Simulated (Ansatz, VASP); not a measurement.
## One calculation of Ni, two programs

```
CELL_PARAMETERS angstrom
0.00000 1.75969 1.75969
1.75969 0.00000 1.75969
1.75969 1.75969 0.00000
ATOMIC_POSITIONS crystal
Ni 0.00000 0.00000 0.00000
```

Alike in both runs: task single point; functional PBE; k mesh 15 × 15 × 15; occupations fermi-dirac, width 0.01 eV; collinear spin.

|  | VASP | Ansatz |
| --- | --- | --- |
| version | VASP 6.6.1 | Ansatz 0.2.0 |
| potentials or method | VASP PAW PBE potentials, release 64 (Ni), cutoff 520 eV | plane waves (420 eV) with PAW, scalar-relativistic |
| valence electrons in the cell | 10 | 18 |

```csv
,VASP,Ansatz,Ansatz less VASP
pressure (GPa),-0.1,0.0,+0.11
net moment per atom (μB),0.64,0.67,+0.028
size of the moment on the site where the two differ most (μB),0.65,0.71,+0.054
```

Site moments also hang on the region over which each program counts them. The functional is the same, so the differences come from potentials, cutoffs and numerics. VASP's potentials hold 10 valence electrons a cell and Ansatz's 18, so a difference there can come from the potentials and not from the codes.
